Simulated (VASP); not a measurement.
# Ti: single point with PBEsol

Crystal: Ti.

```xyz
3
Lattice="4.5962 0.0000 0.0000 -2.2981 3.9804 0.0000 0.0000 0.0000 2.7983" Properties=species:S:1:pos:R:3 pbc="T T T"
Ti    0.0000    0.0000    0.0000
Ti    0.0000    2.6536    1.3992
Ti    2.2981    1.3268    1.3992
```

```yaml
Program: VASP 6.6.1
Task: single point
Functional: PBEsol
Potentials_or_basis: VASP PAW PBE potentials, release 64 (Ti_sv)
Cutoff: 520 eV
k_mesh: 12 × 12 × 14
Occupations: gaussian, width 0.15 eV
Spin: no spin polarisation
```

```yaml
Pressure: -4.1 GPa
Band_gap_on_the_k_mesh: zero (band 18 reaches 8.43 eV, above the bottom of band 19 at 8.15 eV)
```

Stress tensor (GPa, compression positive):
```
-5.20  0.00  0.00
 0.00 -5.20  0.00
 0.00  0.00 -2.01
```

Levels at points of the mesh, in eV from the Fermi level:
| k point | band 14 | band 15 | band 16 | band 17 | band 18 | band 19 | band 20 | band 21 | band 22 | band 23 |
| --- | --- | --- | --- | --- | --- | --- | --- | --- | --- | --- |
| (0.00, 0.00, 0.00) | -1.92 | -0.70 | -0.70 | -0.61 | -0.61 | -0.10 | 0.61 | 1.30 | 1.30 | 1.94 |
| (0.50, 0.00, 0.00) | -3.57 | -2.61 | -0.41 | -0.39 | -0.36 | 0.05 | 0.48 | 1.08 | 1.19 | 2.05 |
| (0.00, 0.00, 0.50) | -2.06 | -2.06 | -1.62 | -1.59 | -1.59 | 1.02 | 1.02 | 1.30 | 1.30 | 2.97 |
| (0.50, 0.00, 0.50) | -2.08 | -1.69 | -1.14 | -0.64 | -0.53 | 0.37 | 0.87 | 1.00 | 1.09 | 2.26 |

Wall time 4.2 min on 1 thread of Intel(R) Xeon(R) 6975P-C (Granite Rapids) (shared host), peak memory 0.28 GiB.

Caveat: the PAW data sets were made with another functional, which shifts forces and pressure a little.
